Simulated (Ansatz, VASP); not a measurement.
Two plane-wave programs on Eu

```
Eu
1.0
    -2.22880    2.22880    2.22880
     2.22880   -2.22880    2.22880
     2.22880    2.22880   -2.22880
Eu
1
Direct
  0.00000 0.00000 0.00000
```

Alike in both runs: functional BLYP; k mesh 10 × 10 × 10; occupations fermi-dirac, width 0.05 eV; collinear spin.

Ansatz relaxed the structure, and its values are those at the end. VASP's run is a single point on that final structure, the one shown.

```csv
,VASP,Ansatz
version,VASP 6.6.1,Ansatz 0.2.0
potentials or method,"VASP PAW PBE potentials, release 64 (Eu), cutoff 520 eV","plane waves (420 eV) with PAW, scalar-relativistic"
valence electrons in the cell,17,17
```

|  | VASP | Ansatz | Ansatz less VASP |
| --- | --- | --- | --- |
| pressure (GPa) | -0.2 | 0.0 | +0.22 |
| net moment per atom (μB) | 7.18 | 7.19 | +0.005 |
| size of the moment on the site where the two differ most (μB) | 6.68 | 7.00 | +0.320 |

VASP's potentials were made for PBE, not for BLYP. Site moments also hang on the region over which each program counts them. With one functional, cell and mesh, what is left measures potentials, basis and numerics.

Spin-orbit coupling is off throughout.
